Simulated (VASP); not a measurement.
A run of VASP 6.6.1 is set up as follows.

File INCAR:

```
ALGO = Normal
EDIFF = 1E-6
ENCUT = 520
GGA = PE
ISIF = 2
ISMEAR = -1
IVDW = 12
LASPH = True
LCHARG = False
LREAL = Auto
LWAVE = False
NBANDS = 72
NELM = 80
PREC = Accurate
SIGMA = 0.05
```

KPOINTS

```
k-points
0
Gamma
  2 2 1
```

POSCAR

```
H5C10N
1.0
    5.0487420000      0.0000000000      0.0000000000
    0.0000000000      5.0487420000      0.0000000000
    0.0000000000      0.0000000000     17.8355610000
H C N
10 20 2
Direct
    0.4277897346      0.0000000000      0.0560677626
    0.0722160095      0.0000000000      0.0560677626
    0.9277954786      0.0000000000      0.0560677626
    0.5722217535      0.0000000000      0.0560677626
    0.4277897346      0.5000057440      0.0560677626
    0.0722160095      0.5000057440      0.0560677626
    0.9277954786      0.5000057440      0.0560677626
    0.5722217535      0.5000057440      0.0560677626
    0.2650957407      0.4864776216      0.3442112082
    0.7353514994      0.4895278864      0.3439589032
    0.2500028720      0.0000000000      0.0916539715
    0.7500086160      0.0000000000      0.0916539715
    0.2500028720      0.5000057440      0.0916539715
    0.7500086160      0.5000057440      0.0916539715
    0.2500028720      0.2500028720      0.1416944496
    0.7500086160      0.2500028720      0.1416944496
    0.2500028720      0.7500086160      0.1416944496
    0.7500086160      0.7500086160      0.1416944496
    0.0001782622      0.2933602074      0.1863804564
    0.4999067094      0.2928254207      0.1881690181
    0.0002178761      0.7325785314      0.1930637337
    0.4998472887      0.7352128510      0.1913929144
    0.0000594207      0.0085565870      0.2401999018
    0.4999265163      0.0308987863      0.2357032672
    0.0000198069      0.4794461670      0.2503762007
    0.5000849717      0.4903003560      0.2469168197
    0.2526966123      0.0852291521      0.2793632339
    0.7469583512      0.0852687660      0.2800640810
    0.2536671511      0.4025359188      0.2858222402
    0.7465027922      0.4023180428      0.2859231622
    0.5829174872      0.2421395270      0.4714569954
    0.4530831641      0.4061407772      0.4744173732
```

Potentials or basis: VASP PAW PBE potentials, release 64 (H, C, N).

Run with:

```console
$ cat potpaw_PBE.64/H/POTCAR potpaw_PBE.64/C/POTCAR potpaw_PBE.64/N/POTCAR > POTCAR
$ mpirun -np 1 vasp_std > vasp.out
```

(1) Predict the largest force.

(2) Predict the dispersion energy per atom.

(3) Estimate the band gap on the k mesh.

Answers

(1) 10.578 eV/Å.

(2) -0.105 eV.

(3) 0.18 eV, indirect (least direct gap 0.30 eV).

Caveat: the k points lie up to 0.62 Å⁻¹ apart; the standard files for N, O and F lose accuracy on very short bonds.
